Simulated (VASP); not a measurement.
Write the native input for VASP 6.6.1 that does the following.

```yaml
Task: single point
Functional: LDA
Potentials_or_basis: VASP PAW LDA potentials, release 64 (Li_sv, H)
Cutoff: 520 eV
k_mesh: 11 × 11 × 11
Occupations: fermi-dirac, width 0.05 eV
Spin: no spin polarisation
Dipole_correction: no
Further_INCAR_settings: ALGO = Normal; EDIFF = 1e-06; NBANDS = 9
```

The structure of LiH lies in POSCAR:

```
LiH
1.0
    0.0000000000      2.0367500000      2.0367500000
    2.0367500000      0.0000000000      2.0367500000
    2.0367500000      2.0367500000      0.0000000000
Li H
1 1
Direct
    0.0000000000      0.0000000000      0.0000000000
    0.5000000000      0.5000000000      0.5000000000
```

These files were run (other wordings do the same):

INCAR

```
  PREC = Accurate
  ENCUT = 520
  EDIFF = 1E-6
  ISMEAR = -1
  SIGMA = 0.05
  LREAL = False
  LASPH = True
  NELM = 60
  ALGO = Normal
  ISIF = 2
  LWAVE = False
  LCHARG = True
  GGA = CA
  LELF = True
  LVHAR = True
  NBANDS = 9
```

KPOINTS

```
Automatic mesh
0
Gamma
  11 11 11
```

Potentials or basis: VASP PAW LDA potentials, release 64 (Li_sv, H).

Command:

```bash
$ cat potpaw_LDA.64/Li_sv/POTCAR potpaw_LDA.64/H/POTCAR > POTCAR
$ mpirun -np 1 vasp_std > vasp.out
```

It gave:

```yaml
Band_gap_on_the_k_mesh: 2.84 eV, direct
```

It took 5.8 s on 1 thread of Intel(R) Xeon(R) Platinum 8175M CPU @ 2.50GHz (Skylake/Cascade Lake) (shared host), peak memory 0.12 GiB.
